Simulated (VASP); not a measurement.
# Al (Pm-3m) in VASP: a series of runs, part 2 of 2

VASP 6.6.1. The steps go on from the part before.

### Step 7. Single point, PBE

This run uses another cell than the first one, of 21.38 Å³/atom.

Input file INCAR:

```
SYSTEM = Al
ALGO = Normal
EDIFF = 1E-6
ENCUT = 500
GGA = PE
GGA_COMPAT = .False.
ISIF = 2
ISMEAR = -1
LASPH = .True.
LCHARG = .False.
LREAL = .False.
LWAVE = .False.
NBANDS = 8
NELM = 120
PREC = Accurate
SIGMA = 0.06122561905347299
```

Input file KPOINTS:

```
k-points
0
Gamma
  14 14 14
  0 0 0
```

Input file POSCAR:

```
Al
1.0
    2.7755121940      0.0000000000      0.0000000000
    0.0000000000      2.7755121940      0.0000000000
    0.0000000000      0.0000000000      2.7755121940
Al
1
Direct
    0.0000000000      0.0000000000      0.0000000000
```

Potentials or basis: VASP PAW PBE potentials, release 64 (Al).

The run is started by

```
cat potpaw_PBE.64/Al/POTCAR > POTCAR
mpirun -np 1 vasp_std > vasp.out
```

OUTCAR:

```text
SYSTEM = Al
   EDIFF = 1E-6
   ENCUT = 500
   GGA = PE
   ISIF = 2
   ISMEAR = -1
   LASPH = .True.
   LREAL = .False.
   NELM = 120
   PREC = Accurate

 ion  position               nearest neighbor table
   1  0.000  0.000  0.000-

  LATTYP: Found a simple cubic cell.
 ALAT       =     2.7755121940

  Lattice vectors:

 A1 = (   2.7755121940,   0.0000000000,   0.0000000000)
 A2 = (   0.0000000000,   2.7755121940,   0.0000000000)
 A3 = (   0.0000000000,   0.0000000000,   2.7755121940)

Analysis of symmetry for initial positions (statically):
=====================================================================
 Subroutine PRICEL returns:
 Original cell was already a primitive cell.

 Routine SETGRP: Setting up the symmetry group for a
 simple cubic supercell.

 Subroutine GETGRP returns: Found 48 space group operations
 (whereof 48 operations were pure point group operations)
 out of a pool of 48 trial point group operations.

The static configuration has the point symmetry O_h .

Analysis of symmetry for dynamics (positions and initial velocities):
=====================================================================
 Subroutine PRICEL returns:
 Original cell was already a primitive cell.

 Routine SETGRP: Setting up the symmetry group for a
 simple cubic supercell.

 Subroutine GETGRP returns: Found 48 space group operations
 (whereof 48 operations were pure point group operations)
 out of a pool of 48 trial point group operations.

The dynamic configuration has the point symmetry O_h .

 Subroutine INISYM returns: Found 48 space group operations
 (whereof 48 operations are pure point group operations),
 and found     1 'primitive' translations

----------------------------------------------------------------------------------------

                                     Primitive cell
[... 107 lines left out ...]
   IMIX   =      4    mixing-type and parameters
     AMIX     =   0.40;   BMIX     =  1.00
     AMIX_MAG =   1.60;   BMIX_MAG =  1.00
  volume/ion in A,a.u.               =      21.38       144.29
  Fermi-wavevector in a.u.,A,eV,Ry     =   0.850692  1.607574  9.846211  0.723676
  Thomas-Fermi vector in A             =   1.966708
   LORBIT       =      0    0 simple, 1 ext, 2 COOP (PROOUT), +10 PAW based schemes
   GGA     = PE    functional components
   LHFCALC =     F    Hartree Fock is set to
   AEXX    =    0.0000 exact exchange contribution
   IVDW    =     0    specifies the selected vdW correction
   LEPSILON=     F    determine dielectric tensor
   LRPA    =     F    only Hartree local field effects (RPA)
 non-spin polarized calculation
  energy-cutoff  :      500.00
  volume of cell :       21.38
 maximum number of plane-waves:       554
   NGX = 11   NGY = 11   NGZ = 11

 number of electron       3.0000000 magnetization

 Free energy of the ion-electron system (eV)
  ---------------------------------------------------
  ext. energy  EPLUGINS =         0.00000000
  ---------------------------------------------------
  free energy    TOTEN  =        -3.36920488 eV

  energy without entropy =       -3.36271979  energy(sigma->0) =       -3.36596233

 E-fermi :   5.1248     XC(G=0):  -9.2187

 val. band max:        5.0529257705   @ k =   0.3571   0.2857   0.0000
 cond. band min:       5.1266752756   @ k =   0.4286   0.3571   0.2143
 fundamental gap:      0.0737495050
 Fermi energy:         5.1248458083

 k-point     1 :       0.0000    0.0000    0.0000
  band No.  band energies     occupation
      1      -4.0615      2.00000
      2      13.0050      0.00000
      3      13.0050      0.00000
      4      13.8529      0.00000
      5      13.8529      0.00000
      6      13.8529      0.00000
      7      19.8208      0.00000
      8      28.2813      0.00000
[... 243 lines left out ...]
 k-point    24 :       0.3571    0.2143    0.0000
  band No.  band energies     occupation
      1      -0.8310      2.00000
      2       4.5009      1.99992
      3       9.6150      0.00000
      4      14.8406      0.00000
      5      16.5621      0.00000
      6      18.7706      0.00000
      7      21.5599      0.00000
      8      23.3814      0.00000

 [... further k-points ...]

------------------------ aborting loop because EDIFF is reached ----------------------------------------

  FORCE on cell =-STRESS in cart. coord.  units (eV):
  Direction    XX          YY          ZZ          XY          YZ          ZX
  --------------------------------------------------------------------------------------
  -------------------------------------------------------------------------------------
  Total       -0.3783018     -0.3783018     -0.3783018     -0.0000000     -0.0000000      0.0000000
  in kB      -28.3478153    -28.3478153    -28.3478153     -0.0000000     -0.0000000      0.0000000
  external PRESSURE =     -28.3478153 kB  Pullay stress =       0.0000000 kB

 VOLUME and BASIS-vectors are now :
 -----------------------------------------------------------------------------
  energy-cutoff  :      500.00
  volume of cell :       21.38
      direct lattice vectors                 reciprocal lattice vectors
     2.775512194  0.000000000  0.000000000     0.360293859  0.000000000  0.000000000
     0.000000000  2.775512194  0.000000000     0.000000000  0.360293859  0.000000000
     0.000000000  0.000000000  2.775512194     0.000000000  0.000000000  0.360293859

 POSITION                                       TOTAL-FORCE (eV/Angst)
 -----------------------------------------------------------------------------------
      0.00000      0.00000      0.00000         0.000000      0.000000      0.000000
 -----------------------------------------------------------------------------------
    total drift:                                0.000000     -0.000000     -0.000000

  FREE ENERGIE OF THE ION-ELECTRON SYSTEM (eV)
  ---------------------------------------------------
  free  energy   TOTEN  =        -3.3692048772 eV

  energy  without entropy=       -3.3627197864  energy(sigma->0) =       -3.36596233
```

OSZICAR:

```text
N       E                     dE             d eps       ncg     rms          rms(c)
DAV:   1    -0.216174666603E+01   -0.21617E+01   -0.78427E+02  1952   0.191E+02
DAV:   2    -0.336689832984E+01   -0.12052E+01   -0.11688E+01  2520   0.164E+01
DAV:   3    -0.337541187429E+01   -0.85135E-02   -0.84978E-02  2408   0.148E+00
DAV:   4    -0.337545458804E+01   -0.42714E-04   -0.42711E-04  2768   0.920E-02
DAV:   5    -0.337545493826E+01   -0.35021E-06   -0.35040E-06  2400   0.552E-03    0.935E-01
DAV:   6    -0.337172922693E+01    0.37257E-02   -0.22815E-03  2368   0.185E-01    0.548E-01
DAV:   7    -0.336919407993E+01    0.25351E-02   -0.58236E-03  2240   0.289E-01    0.914E-02
DAV:   8    -0.336920497561E+01   -0.10896E-04   -0.45958E-05  2672   0.423E-02    0.451E-03
DAV:   9    -0.336920487719E+01    0.98419E-07   -0.57954E-07  2432   0.325E-03
   1 F= -.33692049E+01 E0= -.33659623E+01  d E =-.648509E-02
```

It took 7.2 s on 1 thread of AMD EPYC 7R13 (Zen 3), shared host; peak memory 0.1 GiB.

Results:

- Free energy: -3.3692 eV
- Pressure: -2.8 GPa
- Band gap on the k mesh: zero (an odd number of electrons rules out a gap without spin polarisation)

Levels at points of the mesh, in eV from the Fermi level:
```csv
k point,band 1,band 2,band 3,band 4,band 5,band 6
"(0.00, 0.00, 0.00)",-9.19,7.88,7.88,8.73,8.73,8.73
"(0.50, 0.00, 0.00)",-5.09,-3.83,10.32,12.00,12.00,13.84
"(0.50, 0.50, 0.00)",-0.48,-0.48,-0.47,2.35,15.28,16.32
"(0.50, 0.50, 0.50)",2.72,2.72,2.72,5.59,5.59,5.59
```

### Step 8. Overview

```tsv
cell	gap on the mesh (eV)	pressure (GPa)
a = 2.722 Å, 1 atom	none	0.1
a = 2.740 Å, 1 atom	none	-1.0
a = 2.758 Å, 1 atom	none	-2.0
a = 2.776 Å, 1 atom	none	-2.8
```

Alike in all rows: task single point; level PBE; potentials or basis VASP PAW PBE potentials, release 64 (Al); no spin polarisation; k mesh 14 × 14 × 14; cutoff (eV) 500; smearing fermi-dirac 0.0612256 eV.

Total energies depend on the potentials used, so only differences within one code and one set of settings carry meaning.
